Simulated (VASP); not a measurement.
A run of VASP 6.6.1:

Contents of POSCAR:

```
Ag
1.0
    0.0000000000      2.0737465000      2.0431000000
    2.0431000000      0.0000000000      2.0431000000
    2.0431000000      2.0737465000      0.0000000000
Ag
1
Direct
    0.0000000000      0.0000000000      0.0000000000
```

INCAR.step1

```
SYSTEM = Ag
PREC = Accurate
ENCUT = 520
ISMEAR = 0
SIGMA = 0.15
LREAL = .FALSE.
LASPH = .TRUE.
NELM = 100
NBANDS = 12
GGA = PE
ALGO = Normal
EDIFF = 1E-4
LWAVE = .TRUE.
LCHARG = .FALSE.
```

The input INCAR.step2:

```
SYSTEM = Ag
PREC = Accurate
ENCUT = 520
EDIFF = 1E-7
ISMEAR = 0
SIGMA = 0.15
LREAL = .FALSE.
LASPH = .TRUE.
NELM = 100
ALGO = Normal
ISIF = 2
LWAVE = .FALSE.
LCHARG = .TRUE.
METAGGA = R2SCAN
LMIXTAU = .TRUE.
LELF = .TRUE.
LVHAR = .TRUE.
NBANDS = 12
ISTART = 1
```

File KPOINTS:

```
regular mesh
0
G
  20 20 20
  0 0 0
```

Potentials or basis: VASP PAW PBE potentials, release 64 (Ag).

Run with:

```bash
$ cat potpaw_PBE.64/Ag/POTCAR > POTCAR
$ cp INCAR.step1 INCAR
$ mpirun -np 1 vasp_std > vasp.out
$ cp INCAR.step2 INCAR
$ mpirun -np 1 vasp_std > vasp.out
```

Hardware: 1 thread of AMD EPYC 9R45 96-Core Processor (Zen 5) (shared host).

How long does it take, and how much memory?

Wall time 5.2 min on 1 thread of AMD EPYC 9R45 96-Core Processor (Zen 5), with other jobs on the host, peak memory 0.22 GiB. Counts: k points 641.
